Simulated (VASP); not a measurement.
Set up this calculation in VASP 6.6.1, as the native input.

```
Task                   : single point
Functional             : PBEsol
Potentials or basis    : VASP PAW PBE potentials, release 64 (C)
Cutoff                 : 520 eV
k mesh                 : 15 × 15 × 15
Occupations            : gaussian, width 0.05 eV
Spin                   : no spin polarisation
Dipole correction      : no
Further INCAR settings : ALGO = Normal; EDIFF = 1e-06; NBANDS = 11
```

The structure of C lies in POSCAR:

```
C
1.0
    1.1251918219      0.6496298013      3.9867532204
   -1.1251918219      0.6496298013      3.9867532204
    0.0000000000     -1.2992596025      3.9867532204
C
2
Direct
    0.1640000000      0.1640000000      0.1640000000
    0.8360000000      0.8360000000      0.8360000000
```

This cell differs from its parent crystal: ratio of the length along z to the lengths across it x 1.3, volume and fractional coordinates fixed.

The input as run:

INCAR

```
ALGO = Normal ; EDIFF = 1E-6
ENCUT = 520 ; GGA = PS
ISIF = 2 ; ISMEAR = 0
LASPH = True ; LCHARG = False
LREAL = False ; LWAVE = False
NBANDS = 11 ; NELM = 60
PREC = Accurate ; SIGMA = 0.05
```

KPOINTS

```
k-points
0
Gamma
  15 15 15
```

Potentials or basis: VASP PAW PBE potentials, release 64 (C).

Run with:

```sh
$ cat potpaw_PBE.64/C/POTCAR > POTCAR
$ mpirun -np 1 vasp_std > vasp.out
```

Results of the run:

* Pressure: 91.1 GPa
* Largest force: 0.840 eV/Å
* Band gap on the k mesh: 0.21 eV, direct

Caveat: the PAW data sets were made with another functional, which shifts forces and pressure a little.

Run time: 2.2 min on 1 thread of Intel Xeon 8259CL, on a shared host, peak memory 0.2 GiB.
